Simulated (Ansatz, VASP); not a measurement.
# MoS2 in VASP and in Ansatz

```
CELL_PARAMETERS angstrom
3.17105 0.00000 0.00000
-1.58553 2.74621 0.00000
0.00000 0.00000 6.80972
ATOMIC_POSITIONS crystal
Mo 0.00000 0.00000 0.00000
S 0.33333 0.66667 0.22857
S 0.33333 0.66667 0.77143
```

Alike in both runs: task single point; functional PBE-based screened hybrid with a share of 0.35 of exact exchange and HFSCREEN = 0.1; k mesh 6 × 6 × 2; no spin polarisation.

```csv
,VASP,Ansatz
version,VASP 6.6.1,Ansatz 0.2.0
potentials or method,"VASP PAW PBE potentials, release 64 (Mo_sv, S)",plane waves
plane-wave cutoff (eV),520,420
occupations,"gaussian, width 0.01 eV",fixed
valence electrons in the cell,26,26
```

Ansatz gave:

* gap on the k mesh at the Fermi level (eV): 2.38
* pressure (GPa): -4.2
* traceless stress, the component that is largest in VASP (GPa): 0.86
* rms of the force components (eV/Å): 0.294

Question: Which values does VASP return?

Answer: gap on the k mesh at the Fermi level (eV): 2.41; pressure (GPa): -4.5; traceless stress, the component that is largest in VASP (GPa): 0.77; rms of the force components (eV/Å): 0.306.

VASP's potentials were made for PBE, not for PBE-based screened hybrid. Atom by atom the forces differ by 0.012 eV/Å (rms over components). Ansatz's warnings: stress exchange threshold loose, stress scf threshold loose.

The k mesh is coarse, so the values compare programs but aren't converged.
